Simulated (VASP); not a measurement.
Set up this calculation in VASP 6.6.1, as the native input.

* Task: single point
* Functional: PBEsol
* Potentials or basis: VASP PAW PBE potentials, release 64 (Ge_d, Mg)
* Cutoff: 520 eV
* k mesh: 7 × 5 × 1
* Occupations: gaussian, width 0.1 eV
* Spin: no spin polarisation
* Dipole correction: yes
* Further INCAR settings: ALGO = Normal; EDIFF = 1e-06; NBANDS = 67

The structure of MgGe8 lies in POSCAR:

```
MgGe8
1.0
    4.0133694111      0.0000000000      0.0000000000
    0.0000000000      5.6757614520      0.0000000000
    0.0000000000      0.0000000000     25.0200541167
Ge Mg
8 1
Direct
    0.5000000000      0.0000000000      0.3397274826
    0.0000000000      0.2500000000      0.3397274826
    0.0000000000      0.5000000000      0.4199305348
    0.5000000000      0.7500000000      0.4199305348
    0.5000000000     -0.0046923646      0.5020524745
    0.0000000000      0.2555039925      0.5018473765
    0.0000000000      0.4841809685      0.5889829755
    0.5000000000      0.7455937692      0.5862385822
    0.0000000000      0.0363073647      0.6172251241
```

One way to write it, as run:

INCAR

```
PREC     = Accurate       # precision mode
ENCUT    = 520            # plane-wave cutoff, eV
EDIFF    = 1E-6           # SCF threshold, eV
ISMEAR   = 0              # smearing method
SIGMA    = 0.1            # smearing width, eV
LREAL    = False          # projectors in reciprocal space
LASPH    = True           # aspherical terms in the spheres
NELM     = 80             # most SCF steps
ALGO     = Normal         # electronic algorithm
ISIF     = 2              # what is computed and relaxed
LWAVE    = False          # write WAVECAR
LCHARG   = False          # write CHGCAR
LDIPOL   = True         
IDIPOL   = 3            
DIPOL    = 0.5 0.5 0.480
GGA      = PS             # functional
NBANDS   = 67             # bands
```

KPOINTS

```
regular mesh
0
Gamma
  7 5 1
```

Potentials or basis: VASP PAW PBE potentials, release 64 (Ge_d, Mg).

Command:

```bash
$ cat potpaw_PBE.64/Ge_d/POTCAR potpaw_PBE.64/Mg/POTCAR > POTCAR
$ mpirun -np 1 vasp_std > vasp.out
```

It gave:

| Item | Value |
| --- | --- |
| Largest force | 0.217 eV/Å |
| Band gap on the k mesh | zero (band 57 reaches -0.83 eV, above the bottom of band 58 at -1.13 eV) |

Caveat: the PAW data sets were made with another functional, which shifts forces and pressure a little.

Run time: 15 min on 1 thread of Intel(R) Xeon(R) Platinum 8375C CPU @ 2.90GHz (Ice Lake), with other jobs on the host, peak memory 0.69 GiB.
